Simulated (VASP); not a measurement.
Crystal: MgZn2O3.

```
Mg Zn O
1.0
     3.05260    0.00000    0.00000
    -1.52630    2.64363    0.00000
     0.00000    0.00000    7.45204
Mg Zn O
1 2 3
Direct
  0.00000 0.00000 0.00000
  0.33333 0.66667 0.66842
  0.66667 0.33333 0.33158
  0.33333 0.66667 0.16070
  0.66667 0.33333 0.83930
  0.00000 0.00000 0.50000
```

| Property | Result |
| --- | --- |
| Program | VASP 6.6.1 |
| Task | relaxation of cell and atoms |
| Functional | PBEsol |
| Potentials or basis | VASP PAW PBE potentials, release 64 (Mg, Zn, O) |
| Cutoff | 600 eV |
| k mesh | 8 × 8 × 3 |
| Occupations | methfessel-paxton, width 0.02 eV |
| Spin | no spin polarisation |

At the start: pressure -7.0 GPa; volume 10.02 Å³/atom.

Task: How do energy, volume and symmetry change on relaxing?

Result: Over 3 steps the energy falls by 9.6 meV/atom and the volume is 9.60 Å³/atom (-4.2 %); space group P-3m1 (No. 164, to 0.1 Å) before and after.

The path:
```tsv
step	energy change (eV)	largest force (eV/Å)	pressure (GPa)	volume (Å³)
1	0.0000	0.0784	-6.97	60.14
2	-0.0433	0.0504	4.05	56.42
3	-0.0575	0.0087	0.05	57.61
```

Final structure:
```cif
data_structure
_symmetry_space_group_name_H-M 'P 1'
_symmetry_Int_Tables_number 1
_cell_length_a 3.0096
_cell_length_b 3.0096
_cell_length_c 7.3442
_cell_angle_alpha 90.000
_cell_angle_beta 90.000
_cell_angle_gamma 120.000
_cell_volume 57.61
loop_
_atom_site_label
_atom_site_type_symbol
_atom_site_fract_x
_atom_site_fract_y
_atom_site_fract_z
_atom_site_occupancy
Mg1 Mg 0.00000 0.00000 0.00000 1
Zn1 Zn 0.33333 0.66667 0.66847 1
Zn2 Zn 0.66667 0.33333 0.33153 1
O1 O 0.33333 0.66667 0.16104 1
O2 O 0.66667 0.33333 0.83896 1
O3 O 0.00000 0.00000 0.50000 1
```

Caveat: the PAW data sets were made with another functional, which shifts forces and pressure a little.
